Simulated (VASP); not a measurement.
In4O: relaxation of cell and atoms with PBE

Crystal: In4O.

```xyz
5
Lattice="3.7013 0.0000 0.0000 0.0000 3.7013 0.0000 0.0000 0.0000 8.6568" Properties=species:S:1:pos:R:3 pbc="T T T"
In    0.0000    1.8506    6.3251
In    1.8506    0.0000    6.3251
In    0.0000    1.8506    2.3317
In    1.8506    0.0000    2.3317
O     0.0000    0.0000    0.0000
```

The cell was generated, and may not be a known phase.

| Property | Result |
| --- | --- |
| Program | VASP 6.6.1 |
| Task | relaxation of cell and atoms |
| Functional | PBE |
| Potentials or basis | VASP PAW PBE potentials, release 64 (In_d, O) |
| Cutoff | 600 eV |
| k mesh | 6 × 6 × 2 |
| Occupations | gaussian, width 0.1 eV |
| Spin | no spin polarisation |
| Dipole correction | no |
| Further INCAR settings | ALGO = Normal; EDIFF = 1e-07; IBRION = 2; EDIFFG = -0.04; NSW = 90; ISIF = 3 |

| Item | Value |
| --- | --- |
| Relaxed volume | 24.85 Å³/atom |
| Relaxed cell | a = 4.412 Å, b = 4.412 Å, c = 6.381 Å, α = 90.00°, β = 90.00°, γ = 90.00° |
| Space group after relaxing (to 0.1 Å) | P4/mmm (No. 123) |
| Energy gained by relaxing | 820.0 meV/atom |
| Ionic steps | 16 |
| Pressure after relaxing | 0.2 GPa |
| Largest force after relaxing | 0.014 eV/Å |
| Band gap on the k mesh | zero (bands 29 and 30 overlap by 4.26 eV) |

Forces on the atoms (eV/Å):
```
In   0.000  0.000 -0.014
In   0.000  0.000 -0.014
In   0.000  0.000  0.014
In   0.000  0.000  0.014
O    0.000  0.000  0.000
```

Step by step:
| step | energy change (eV) | largest force (eV/Å) | pressure (GPa) | volume (Å³) |
| --- | --- | --- | --- | --- |
| 1 | 0.0000 | 0.8237 | 14.69 | 118.60 |
| 2 | -3.0195 | 0.5412 | -4.89 | 155.89 |
| 3 | -3.0273 | 0.5626 | -3.73 | 148.37 |
| 4 | -3.0391 | 0.5507 | -4.03 | 150.11 |
| 5 | -3.6030 | 0.3979 | -2.77 | 137.54 |
| 6 | -3.9181 | 0.3303 | -0.64 | 126.39 |
| 7 | -3.4582 | 0.0800 | 10.20 | 104.57 |
| 8 | -3.9693 | 0.3379 | 0.32 | 122.15 |
| 9 | -3.9879 | 0.3040 | 2.54 | 116.31 |
| 10 | -3.9953 | 0.3244 | 1.49 | 118.63 |
| 11 | -3.9957 | 0.3206 | 1.75 | 118.01 |
| 12 | -4.0650 | 0.2655 | 0.83 | 120.89 |
| 13 | -4.0727 | 0.2085 | 0.50 | 122.40 |
| 14 | -4.0955 | 0.1022 | -0.20 | 124.84 |
| 15 | -4.0977 | 0.0655 | -0.43 | 125.79 |
| 16 | -4.1002 | 0.0143 | 0.18 | 124.23 |

Final structure:
```yaml
crystal:
  lattice:
    - [4.41232, 0.00000, 0.00000]
    - [0.00000, 4.41232, 0.00000]
    - [0.00000, 0.00000, 6.38084]
  atoms:
    - { symbol: In, position: [0.00000, 0.50000, 0.75516] }
    - { symbol: In, position: [0.50000, 0.00000, 0.75516] }
    - { symbol: In, position: [0.00000, 0.50000, 0.24484] }
    - { symbol: In, position: [0.50000, 0.00000, 0.24484] }
    - { symbol: O, position: [0.00000, 0.00000, 0.00000] }
```

Levels at points of the mesh, in eV from the Fermi level:
| k point | band 25 | band 26 | band 27 | band 28 | band 29 | band 30 | band 31 | band 32 | band 33 | band 34 |
| --- | --- | --- | --- | --- | --- | --- | --- | --- | --- | --- |
| (0.00, 0.00, 0.00) | -3.45 | -2.27 | -1.73 | -1.43 | 1.06 | 1.06 | 1.87 | 1.87 | 1.99 | 2.12 |
| (0.50, 0.00, 0.00) | -3.58 | -3.13 | -2.86 | -0.59 | -0.41 | 0.86 | 2.03 | 3.10 | 3.69 | 3.76 |
| (0.50, 0.50, 0.00) | -3.03 | -2.35 | -2.35 | -2.02 | -2.02 | -1.62 | -0.64 | 1.77 | 1.77 | 2.43 |
| (0.00, 0.00, 0.50) | -3.35 | -2.56 | -1.02 | -0.67 | 0.58 | 0.58 | 1.34 | 2.13 | 2.13 | 2.28 |
| (0.50, 0.00, 0.50) | -4.56 | -3.09 | -2.08 | -1.30 | 2.64 | 2.84 | 2.89 | 3.02 | 3.07 | 3.71 |
| (0.50, 0.50, 0.50) | -4.15 | -4.15 | -2.21 | -2.00 | -0.48 | -0.48 | -0.06 | 0.50 | 4.09 | 4.09 |

Wall time 14 min on 1 thread of Intel(R) Xeon(R) 6975P-C (Granite Rapids), with other jobs on the host, peak memory 0.3 GiB.

Caveat: the k points lie up to 0.49 Å⁻¹ apart in the final cell, too coarse for converged energies and pressures of a metal; a cell axis changed by over 15 % at a fixed basis, so the end point is rough; spin-orbit coupling is left out, which moves the levels of the heavy elements.
